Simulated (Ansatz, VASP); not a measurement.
**Sn: VASP beside Ansatz**

The input INCAR:

```
SYSTEM = Sn
PREC = Accurate
ENCUT = 500
EDIFF = 1E-6
ISMEAR = -5
SIGMA = 0.1
LREAL = .FALSE.
LASPH = .TRUE.
NELM = 120
ALGO = Normal
ISIF = 2
LWAVE = .FALSE.
LCHARG = .TRUE.
GGA = PE
LELF = .TRUE.
LVHAR = .TRUE.
NBANDS = 13
GGA_COMPAT = .FALSE.
```

File KPOINTS:

```
Automatic mesh
0
G
  6 6 6
  0 0 0
```

The input POSCAR:

```
Sn
1.0
   -1.8946518192      1.8946518192      1.8946518192
    1.8946518192     -1.8946518192      1.8946518192
    1.8946518192      1.8946518192     -1.8946518192
Sn
1
Direct
    0.0000000000      0.0000000000      0.0000000000
```

Input for Ansatz:

```yaml
crystal:
  lattice:
    - [-1.8946518192, 1.8946518192, 1.8946518192]
    - [1.8946518192, -1.8946518192, 1.8946518192]
    - [1.8946518192, 1.8946518192, -1.8946518192]
  atoms:
    - { symbol: Sn, position: [0.0, 0.0, 0.0] }
basis:
  ecutwfc: 420
kpoints:
  mp_grid: { grid: [6, 6, 6] }
hamiltonian:
  xc: pbe
scf:
  occupations: { method: tetrahedron }
output:
  forces: true
  stress: true
  eigenvalues: true
```

Alike in both runs: task single point; functional PBE; k mesh 6 × 6 × 6; occupations tetrahedron; no spin polarisation.

|  | VASP | Ansatz |
| --- | --- | --- |
| version | VASP 6.6.1 | Ansatz 0.2.0 |
| potentials or method | VASP PAW PBE potentials, release 64 (Sn_d), cutoff 500 eV | scalar-relativistic, plane waves, PAW |
| valence electrons in the cell | 14 | 14 |

```tsv
	VASP	Ansatz	Ansatz less VASP
gap on the k mesh at the Fermi level (eV)	none	none	-
pressure (GPa)	2.0	1.7	-0.25
```

A gap of «none» marks a metal or a gap that the smearing closes. The functional is the same, so the differences come from potentials, cutoffs and numerics. Ansatz's warnings: band table not solved further, tetrahedron derivatives may miss energy slope.

The k mesh is coarse, so the values compare programs but aren't converged.
